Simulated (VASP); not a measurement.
Input of a VASP 6.6.1 run:

The input POSCAR:

```
PbS
1.0
    0.0000000000      2.9722759300      2.9722759300
    2.9722759300      0.0000000000      2.9722759300
    2.9722759300      2.9722759300      0.0000000000
Pb S
1 1
Direct
    0.0000000000      0.0000000000      0.0000000000
    0.5000000000      0.5000000000      0.5000000000
```

Contents of INCAR.step1:

```
  ALGO = Normal
  EDIFF = 1E-4
  ENCUT = 520
  GGA = PE
  ISMEAR = -1
  LASPH = True
  LCHARG = False
  LREAL = False
  LWAVE = True
  NBANDS = 17
  NELM = 60
  PREC = Accurate
  SIGMA = 0.1
```

INCAR.step2

```
  ALGO = Normal
  EDIFF = 1E-6
  ENCUT = 520
  ISIF = 2
  ISMEAR = -1
  ISTART = 1
  LASPH = True
  LCHARG = False
  LMIXTAU = True
  LREAL = False
  LWAVE = False
  METAGGA = R2SCAN
  NBANDS = 17
  NELM = 60
  PREC = Accurate
  SIGMA = 0.1
```

Contents of KPOINTS:

```
k-points
0
Gamma
  7 7 7
```

Potentials or basis: VASP PAW PBE potentials, release 64 (Pb_d, S).

Command:

```console
$ cat potpaw_PBE.64/Pb_d/POTCAR potpaw_PBE.64/S/POTCAR > POTCAR
$ cp INCAR.step1 INCAR
$ mpirun -np 1 vasp_std > vasp.out
$ cp INCAR.step2 INCAR
$ mpirun -np 1 vasp_std > vasp.out
```

Question: What does it give for the pressure?

Answer: 0.9 GPa.

Caveat: the PAW data sets were made with another functional, which shifts forces and pressure a little.
